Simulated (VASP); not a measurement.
Set up this calculation in VASP 6.6.1, as the native input.

```yaml
Task: single point
Functional: PBEsol
Potentials_or_basis: VASP PAW PBE potentials, release 64 (K_sv)
Cutoff: 520 eV
k_mesh: 12 × 12 × 12
Occupations: gaussian, width 0.1 eV
Spin: no spin polarisation
Dipole_correction: no
Further_INCAR_settings: ALGO = Normal; EDIFF = 1e-06; NBANDS = 10
```

The structure of K lies in POSCAR:

```
K
1.0
   -2.5977473737      2.5977473737      2.5977473737
    2.5977473737     -2.5977473737      2.5977473737
    2.5977473737      2.5977473737     -2.5977473737
K
1
Direct
    0.0000000000      0.0000000000      0.0000000000
```

These files were run (other wordings do the same):

INCAR

```
SYSTEM = K
ALGO = Normal ; EDIFF = 1E-6
ENCUT = 520 ; GGA = PS
ISIF = 2 ; ISMEAR = 0
LASPH = .True. ; LCHARG = .False.
LREAL = .False. ; LWAVE = .False.
NBANDS = 10 ; NELM = 60
PREC = Accurate ; SIGMA = 0.1
```

KPOINTS

```
k-points
0
Gamma
  12 12 12
  0 0 0
```

Potentials or basis: VASP PAW PBE potentials, release 64 (K_sv).

Launch:

```sh
$ cat potpaw_PBE.64/K_sv/POTCAR > POTCAR
$ mpirun -np 1 vasp_std > vasp.out
```

It gave:

```
Pressure               : 0.0 GPa
Band gap on the k mesh : zero (an odd number of electrons rules out a gap without spin polarisation)
```

Caveat: the PAW data sets were made with another functional, which shifts forces and pressure a little.

Wall time 59 s on 1 thread of Intel Xeon 8259CL, with other jobs on the host, peak memory 0.22 GiB.
